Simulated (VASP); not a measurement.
Here is a VASP 6.6.1 calculation.

Contents of INCAR:

```
ALGO = Normal
EDIFF = 1E-6
ENCUT = 520
GGA = PE
ISIF = 2
ISMEAR = 0
LASPH = T
LCHARG = T
LELF = T
LREAL = F
LVHAR = T
LWAVE = F
NBANDS = 26
NELM = 80
PREC = Accurate
SIGMA = 0.05
```

Contents of KPOINTS:

```
k-points
0
Gamma
  6 6 6
```

POSCAR

```
AlN
1.0
    4.4025164325      0.0000000000      0.0000000000
    0.0000000000     -4.4025164325      0.0000000000
    0.0000000000      0.0000000000     -4.4025164325
Al N
4 4
Direct
   -0.0202373928     -0.1430999769     -0.0202373928
    0.5000000000      0.5000000000      0.0000000000
    0.5000000000      0.0000000000      0.5000000000
    0.0000000000      0.5000000000      0.5000000000
    0.7500000000      0.7500000000      0.7500000000
    0.2500000000      0.2500000000      0.7500000000
    0.2500000000      0.7500000000      0.2500000000
    0.7500000000      0.2500000000      0.2500000000
```

Potentials or basis: VASP PAW PBE potentials, release 64 (Al, N).

Command:

```sh
$ cat potpaw_PBE.64/Al/POTCAR potpaw_PBE.64/N/POTCAR > POTCAR
$ mpirun -np 1 vasp_std > vasp.out
```

Estimate the band gap on the k mesh.

0.92 eV (least direct gap 1.04 eV).

Estimate the pressure.

13.1 GPa.

Predict the largest force.

14.988 eV/Å.

Forces on the atoms (eV/Å):
```
Al    7.813 -10.128  -7.813
Al   -0.562   2.676  -0.245
Al   -0.332  -1.687   0.332
Al    0.245   2.676   0.562
N    -8.105   4.466   8.105
N    -0.158   0.385   0.020
N     1.120   1.227  -1.120
N    -0.020   0.385   0.158
```

Caveat: the cell differs from its parent crystal (atom 1 (Al) moved by -0.126 Å along [1 1 0] and +0.630 Å along [0 0 1]); the cell stands under pressure; forces of over 1 eV/Å act on the atoms, so gaps and moduli don't describe the material at rest. A k mesh can miss the band edges.
